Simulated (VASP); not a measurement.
# TiSi63 (a cell with a defect) in VASP: a series of runs

Runs on TiSi63 (a cell with a defect). Level: PBE. Tasks: single point, relaxation of the atoms.

Program: VASP 6.6.1. These are calculated values, not measurements. Logs are shortened: lines on timing, memory, paths and dates and some standing lists are left out, and cuts for length are marked.

**1. The cell of the first run**

The cell holds a defect, 64 atoms: a = 10.161 Å, b = 10.690 Å, c = 14.247 Å, α = 108.32°, β = 92.88°, γ = 109.83°.

**2. Single point, PBE, collinear spin**

Contents of INCAR:

```
  PREC = Accurate
  ENCUT = 520
  EDIFF = 1E-6
  ISMEAR = 0
  SIGMA = 0.05
  LREAL = Auto
  LASPH = T
  NELM = 150
  ALGO = Normal
  ISIF = 2
  LWAVE = F
  LCHARG = F
  ISPIN = 2
  MAGMOM = 0.5 0 0 0 0 0 0 0 0 0 0 0 0 0 0 0 0 0 0 0 0.5 0 0 0 0 0 0 0.5 0 0 0 0 0.5 0 0 0 0 0 0 0 0 0 0 0 0 0 0 0 0 0 0 0 0 0 0.5 0 0 0 0 0 0 0 0 0
  LORBIT = 11
  LMAXMIX = 4
  GGA = PE
  NBANDS = 174
  LUSENCCL = F
```

Contents of KPOINTS:

```
Automatic mesh
0
Gamma
  1 1 1
```

Contents of POSCAR:

```
TiSi63
1.0
    6.6508880000      6.6508890000      3.8447710000
   -9.9763330000      3.3254440000      1.9223860000
    3.3254440000     -9.9763330000      9.6119280000
Ti Si
1 63
Direct
    0.1336041270      0.9672755166      0.9613933324
    0.3824476532      0.7045035568      0.7043660359
    0.1337522522      0.7085313755      0.2057095142
    0.6327228774      0.4543762630      0.4551668435
    0.8868959809      0.2014070112      0.2020031217
    0.3802772764      0.4523302621      0.9549597796
    0.6304915855      0.2054656742      0.7032342973
    0.1326676337      0.4543357324      0.4541735493
    0.3870757187      0.2062027270      0.2052808779
    0.1318698965      0.2027089931      0.7048870273
    0.8820205364      0.9531951835      0.4565176283
    0.6396990670      0.9533694304      0.9546528612
    0.8798478162      0.7031929552      0.7037253168
    0.3838223987      0.9556744402      0.4536129533
    0.6342955257      0.7015746525      0.2051304674
    0.8865433938      0.4577968781      0.9541248249
    0.1196756418      0.5544292387      0.0460861767
    0.3641753676      0.2920438449      0.7966035149
    0.6161731970      0.0464706282      0.5444969499
    0.1181320881      0.2961319385      0.2952497811
    0.3834298666      0.0502103823      0.0493998603
    0.1159486071      0.0443059507      0.5453410327
    0.8655042310      0.7929034275      0.2983656094
    0.6149884971      0.7939630903      0.7948181484
    0.8652516556      0.5442179341      0.5446736608
    0.3674622318      0.7964604391      0.2945970608
    0.6120939465      0.5390141532      0.0454419005
    0.1139950427      0.7914868360      0.7910758433
    0.3649309650      0.5449983618      0.5447636532
    0.8637147263      0.2996484324      0.7927472884
    0.6210662166      0.2962154230      0.2964190055
    0.8733626592      0.0414369957      0.0420286068
    0.0394388514      0.1500985095      0.9532887304
    0.2945781129      0.8831676273      0.7033104032
    0.5439407734      0.6338367327      0.4551902136
    0.0419405904      0.8860557853      0.2092298788
    0.2974854006      0.6356980338      0.9542832832
    0.0444488799      0.6337716823      0.4550257374
    0.7979942747      0.3816577834      0.2041123881
    0.5395779324      0.3831511735      0.7051415559
    0.7955960604      0.1333754767      0.4544532113
    0.2954843250      0.3841814507      0.2049312825
    0.5540148056      0.1339610721      0.9545070502
    0.0453274718      0.3832815565      0.7039145405
    0.2933915650      0.1340567475      0.4548148996
    0.7923543334      0.8837932782      0.7052727961
    0.5479113024      0.8824944917      0.2051931772
    0.7869072858      0.6293099521      0.9542639117
    0.2044654040      0.6146868990      0.7938687342
    0.4533524344      0.3656931877      0.5447649770
    0.7088959736      0.1146481319      0.2935091766
    0.2029795383      0.3736030759      0.0479408755
    0.4558104193      0.1141694877      0.7952897710
    0.2064024958      0.1169665772      0.2944758735
    0.9456595376      0.8555534469      0.0486723319
    0.7025449843      0.8659486598      0.5457522387
    0.9565047990      0.6142937367      0.2946029708
    0.4629281374      0.8653656274      0.0447230422
    0.7022932869      0.6138887095      0.7940529736
    0.2058760345      0.8655192954      0.5434941331
    0.4548298541      0.6161445283      0.2951258690
    0.9554280811      0.3653745642      0.5442258707
    0.7105232834      0.3657592535      0.0441982940
    0.9484499250      0.1181369483      0.7922101064
```

Potentials or basis: VASP PAW PBE potentials, release 64 (Ti_sv, Si).

Command:

```sh
> cat potpaw_PBE.64/Ti_sv/POTCAR potpaw_PBE.64/Si/POTCAR > POTCAR
> mpirun -np 1 vasp_gam > vasp.out
```

OUTCAR:

```text
PREC = Accurate
   ENCUT = 520
   EDIFF = 1E-6
   ISMEAR = 0
   LREAL = Auto
   LASPH = T
   NELM = 150
   ISIF = 2
   ISPIN = 2
   LORBIT = 11
   GGA = PE

 ion  position               nearest neighbor table
   1  0.134  0.967  0.961-  33 2.48  55 2.50  21 2.50  28 2.51
   2  0.382  0.705  0.704-  29 2.33  24 2.35  34 2.37  49 2.38
   3  0.134  0.709  0.206-  17 2.31  26 2.36  36 2.37  57 2.38
   4  0.633  0.454  0.455-  31 2.33  25 2.35  35 2.38  50 2.38
   5  0.887  0.201  0.202-  32 2.34  20 2.35  39 2.38  51 2.39
   6  0.380  0.452  0.955-  18 2.32  27 2.35  52 2.37  37 2.38
[... 56 lines left out ...]
  63  0.711  0.366  0.044-  43 2.33  39 2.34  16 2.38  27 2.38
  64  0.948  0.118  0.792-  33 2.31  46 2.34  30 2.37  10 2.37

  LATTYP: Found a triclinic cell.
 ALAT       =    10.1612449887
 B/A-ratio  =     3.0241273988
 C/A-ratio  =     1.1803256044
 COS(alpha) =     0.0006103648
 COS(beta)  =     0.5449076326
 COS(gamma) =     0.7560318497

  Lattice vectors:

 A1 = (  -6.6508880000,  -6.6508890000,  -3.8447710000)
 A2 = ( -26.6035530000,  -0.0000010000, -15.3790840000)
 A3 = (   3.3254450000,  -9.9763330000,  -5.7671570000)

Analysis of symmetry for initial positions (statically):
=====================================================================
 Subroutine PRICEL returns:
 Original cell was already a primitive cell.

 Routine SETGRP: Setting up the symmetry group for a
 triclinic supercell.

 Subroutine GETGRP returns: Found  1 space group operations
 (whereof  1 operations were pure point group operations)
 out of a pool of  2 trial point group operations.

The static configuration has the point symmetry C_1 .

Analysis of symmetry for dynamics (positions and initial velocities):
=====================================================================
 Subroutine PRICEL returns:
 Original cell was already a primitive cell.

 Routine SETGRP: Setting up the symmetry group for a
 triclinic supercell.

 Subroutine GETGRP returns: Found  1 space group operations
 (whereof  1 operations were pure point group operations)
 out of a pool of  2 trial point group operations.

The dynamic configuration has the point symmetry C_1 .

Analysis of structural, dynamic, and magnetic symmetry:
=====================================================================
 Subroutine PRICEL returns:
 Original cell was already a primitive cell.

 Routine SETGRP: Setting up the symmetry group for a
 triclinic supercell.

 Subroutine GETGRP returns: Found  1 space group operations
 (whereof  1 operations were pure point group operations)
 out of a pool of  2 trial point group operations.

The overall configuration has the point symmetry C_1 .

 Subroutine INISYM returns: Found  1 space group operations
 (whereof  1 operations are pure point group operations),
 and found     1 'primitive' translations

----------------------------------------------------------------------------------------

                                     Primitive cell

  volume of cell :    1360.5667

  direct lattice vectors                    reciprocal lattice vectors
     6.650888000  6.650889000  3.844771000     0.037588962  0.075177924  0.065023377
    -9.976333000  3.325444000  1.922386000    -0.075177924  0.037588958  0.065023369
     3.325444000 -9.976333000  9.611928000     0.000000004 -0.037588961  0.065023374

  length of vectors
    10.161244989 10.690246295 14.246928013     0.106267069  0.106267063  0.075106386

  position of ions in fractional coordinates (direct lattice)
     0.133604127  0.967275517  0.961393332
     0.382447653  0.704503557  0.704366036
     0.133752252  0.708531376  0.205709514
     0.632722877  0.454376263  0.455166844
     0.886895981  0.201407011  0.202003122
[... 168 lines left out ...]
   ISPIN  =      2    spin polarized calculation?
   LNONCOLLINEAR =      F non collinear calculations
   LSORBIT =      F    spin-orbit coupling
   LASPH  =      T    aspherical Exc in radial PAW
   ENCUT  =  520.0 eV  38.22 Ry    6.18 a.u.  18.89 19.88 26.49*2*pi/ulx,y,z
   NELM   =    150;   NELMIN=  2; NELMDL= -5     # of ELM steps
   EDIFF  = 0.1E-05   stopping-criterion for ELM
   LREAL  =      T    real-space projection
   EDIFFG = 0.1E-04   stopping-criterion for IOM
   NSW    =      0    number of steps for IOM
   IBRION =     -1    ionic relax: 0-MD 1-quasi-New 2-CG
   NFREE  =      0    steps in history (QN), initial steepest desc. (CG)
   ISIF   =      2    stress and relaxation
   ISYM   =      2    0-nonsym 1-usesym 2-fastsym
   POTIM  = 0.5000    time-step for ionic-motion
   TEBEG  =    0.0;   TEEND  =   0.0 temperature during run
   PSTRESS=    0.0 pullay stress
   NELECT =     264.0000    total number of electrons
   NUPDOWN=      -1.0000    fix difference up-down
   EMIN   =  10.00;   EMAX   =-10.00  energy-range for DOS
   EFERMI =   0.00;   METHOD = LEGACY
   ISMEAR =     0;   SIGMA  =   0.05  broadening in eV -4-tet -1-fermi 0-gaus
   EFERMI_NEDOS =   21; number of points for ismear=-14 and -15
   IALGO  =     38    algorithm
   IMIX   =      4    mixing-type and parameters
     AMIX     =   0.40;   BMIX     =  1.00
     AMIX_MAG =   1.60;   BMIX_MAG =  1.00
  volume/ion in A,a.u.               =      21.26       143.46
  Fermi-wavevector in a.u.,A,eV,Ry     =   0.947770  1.791025 12.221672  0.898268
  Thomas-Fermi vector in A             =   2.075895
   LORBIT       =     11    0 simple, 1 ext, 2 COOP (PROOUT), +10 PAW based schemes
   GGA     = PE    functional components
   LHFCALC =     F    Hartree Fock is set to
   AEXX    =    0.0000 exact exchange contribution
   IVDW    =     0    specifies the selected vdW correction
   LEPSILON=     F    determine dielectric tensor
   LRPA    =     F    only Hartree local field effects (RPA)
 spin polarized calculation
 Gauss-broadening in eV      SIGMA  =   0.05
  energy-cutoff  :      520.00
  volume of cell :     1360.57
 maximum number of plane-waves:     18321
 NGX is ok and might be reduce to    80
   NGX = 37   NGY = 39   NGZ = 53

 number of electron     263.9999999 magnetization       0.0009028

 Free energy of the ion-electron system (eV)
  ---------------------------------------------------
  ext. energy  EPLUGINS =         0.00000000
  ---------------------------------------------------
  free energy    TOTEN  =      -340.17140872 eV

  energy without entropy =     -340.17140872  energy(sigma->0) =     -340.17140872

 E-fermi :   5.3209     XC(G=0):  -9.1020

 val. band max:        4.9673240932   @ k =   0.0000   0.0000   0.0000
 cond. band min:       5.9293816813   @ k =   0.0000   0.0000   0.0000
 fundamental gap:      0.9620575881
 Fermi energy:         5.3208617104

 spin component 1

 k-point     1 :       0.0000    0.0000    0.0000
  band No.  band energies     occupation
      1     -51.5767      1.00000
      2     -27.9279      1.00000
      3     -27.8280      1.00000
      4     -27.8012      1.00000
      5      -6.5758      1.00000
      6      -5.9280      1.00000
[... 136 lines left out ...]
    143       6.7393      0.00000
    144       6.7783      0.00000
 Fermi energy:         5.3208617104

 spin component 2

 k-point     1 :       0.0000    0.0000    0.0000
  band No.  band energies     occupation
      1     -51.5768      1.00000
      2     -27.9279      1.00000
      3     -27.8281      1.00000
      4     -27.8012      1.00000
      5      -6.5758      1.00000
      6      -5.9280      1.00000
[... 136 lines left out ...]
    143       6.7393      0.00000
    144       6.7784      0.00000
 [bands above 144 left out]

------------------------ aborting loop because EDIFF is reached ----------------------------------------

  FORCE on cell =-STRESS in cart. coord.  units (eV):
  Direction    XX          YY          ZZ          XY          YZ          ZX
  --------------------------------------------------------------------------------------
  -------------------------------------------------------------------------------------
  Total       10.4798441     14.1127185     22.1438147     -5.6441687     -4.3019059     -4.1875257
  in kB       12.3408639     16.6188672     26.0761324     -6.6464650     -5.0658420     -4.9311501
  external PRESSURE =      18.3452878 kB  Pullay stress =       0.0000000 kB

 VOLUME and BASIS-vectors are now :
 -----------------------------------------------------------------------------
  energy-cutoff  :      520.00
  volume of cell :     1360.57
      direct lattice vectors                 reciprocal lattice vectors
     6.650888000  6.650889000  3.844771000     0.037588962  0.075177924  0.065023377
    -9.976333000  3.325444000  1.922386000    -0.075177924  0.037588958  0.065023369
     3.325444000 -9.976333000  9.611928000     0.000000004 -0.037588961  0.065023374

 POSITION                                       TOTAL-FORCE (eV/Angst)
 -----------------------------------------------------------------------------------
     -5.56422     -5.48597     11.61400        -0.002930     -0.026066     -0.004505
     -2.14242     -2.14059      9.59507        -0.009188     -0.007617      0.001972
     -5.49490      1.19353      3.85358        -0.002489      0.002013      0.006320
      1.18879      1.17828      7.68119        -0.005640     -0.005571      0.001094
      4.56109      4.55316      5.73873        -0.005680     -0.004793      0.000062
      1.19225     -5.49362     11.51064        -0.001114     -0.001090      0.004512
[... 56 lines left out ...]
      1.22365      5.50099      3.85976         0.000561     -0.002054      0.001312
      7.76391     -1.20246     11.48834        -0.008935     -0.001033     -0.009094
 -----------------------------------------------------------------------------------
    total drift:                               -0.006890      0.004187     -0.004684

  FREE ENERGIE OF THE ION-ELECTRON SYSTEM (eV)
  ---------------------------------------------------
  free  energy   TOTEN  =      -340.1714087163 eV

  energy  without entropy=     -340.1714087163  energy(sigma->0) =     -340.17140872

 total charge

# of ion       s       p       d       tot
------------------------------------------
    1        2.238   6.084   1.937  10.259
    2        0.753   0.931   0.000   1.684
    3        0.752   0.937   0.000   1.689
    4        0.754   0.931   0.000   1.685
    5        0.750   0.926   0.000   1.676
    6        0.750   0.938   0.000   1.688
[... 56 lines left out ...]
   63        0.754   0.933   0.000   1.688
   64        0.757   0.931   0.000   1.687
--------------------------------------------------
tot         49.766  64.940   1.937 116.643

 magnetization (x)

# of ion       s       p       d       tot
------------------------------------------
    1       -0.000   0.000  -0.000  -0.000
    2       -0.000  -0.000   0.000  -0.000
    3       -0.000  -0.000   0.000  -0.000
    4        0.000   0.000   0.000   0.000
    5       -0.000  -0.000   0.000  -0.000
    6       -0.000  -0.000   0.000  -0.000
[... 56 lines left out ...]
   63       -0.000  -0.000   0.000  -0.000
   64       -0.000   0.000   0.000  -0.000
--------------------------------------------------
tot         -0.000  -0.000  -0.000  -0.000
```

Wall time 3.9 min (1 × NVIDIA H100 80GB with 1 thread of AMD EPYC 7R13 (Zen 3), shared host); peak memory 2.1 GiB.

What came out:

- Free energy: -340.1714 eV
- Pressure: 1.8 GPa
- Largest force: 0.039 eV/Å
- Band gap on the k mesh: 0.96 eV
- Net moment: 0.00 μB per cell
- Valence electrons inside the program's atomic spheres: Ti 10.26; Si 1.68, 1.69, 1.67, 1.74, 1.72 (each value once)

Forces on the atoms (eV/Å):
```
Ti  -0.003 -0.026 -0.005
Si  -0.009 -0.008  0.002
Si  -0.002  0.002  0.006
Si  -0.006 -0.006  0.001
Si  -0.006 -0.005  0.000
Si  -0.001 -0.001  0.005
Si  -0.005  0.000  0.008
Si   0.001  0.005  0.009
Si  -0.007 -0.009  0.010
Si   0.004  0.003  0.010
Si  -0.002 -0.002  0.009
Si   0.002  0.006  0.021
Si   0.000  0.001  0.003
Si  -0.002  0.002  0.011
Si   0.002 -0.008  0.014
Si  -0.002  0.007  0.003
Si  -0.001  0.001 -0.006
Si   0.002 -0.002  0.001
Si  -0.001  0.002 -0.002
Si   0.003  0.000 -0.007
Si   0.005  0.018 -0.035
Si   0.001  0.005 -0.014
Si   0.003  0.000 -0.011
Si   0.001  0.001 -0.006
Si   0.005  0.007  0.000
Si   0.000 -0.001 -0.007
Si  -0.004 -0.002 -0.002
Si  -0.001  0.000  0.013
Si  -0.003 -0.002 -0.003
Si   0.005  0.000 -0.013
Si   0.007  0.006 -0.007
Si  -0.010 -0.011 -0.007
Si   0.024 -0.003  0.011
Si   0.010  0.002  0.007
Si  -0.002 -0.004  0.002
Si   0.002 -0.012  0.010
Si   0.012  0.005 -0.004
Si   0.004  0.004 -0.002
Si   0.005  0.005  0.001
Si   0.001 -0.001 -0.001
Si  -0.002 -0.005 -0.005
Si  -0.005 -0.008 -0.002
Si  -0.003 -0.009 -0.004
Si  -0.008 -0.008  0.006
Si   0.007  0.002 -0.003
Si  -0.003 -0.003 -0.005
Si  -0.002  0.007  0.001
Si   0.003 -0.012 -0.007
Si   0.004  0.012  0.010
Si  -0.004 -0.003 -0.001
Si   0.000  0.004  0.002
Si  -0.007 -0.005 -0.003
Si   0.000  0.012 -0.005
Si  -0.006 -0.004  0.000
Si  -0.009  0.038  0.001
Si   0.000  0.004  0.000
Si  -0.004  0.004 -0.001
Si   0.008 -0.001  0.001
Si  -0.003 -0.005 -0.004
Si  -0.007 -0.005  0.007
Si   0.010  0.006 -0.004
Si   0.005  0.002 -0.001
Si   0.001 -0.002  0.001
Si  -0.009 -0.001 -0.009
```

Caveat: the k points lie up to 0.67 Å⁻¹ apart.

(Continued in part 2 of 3.)
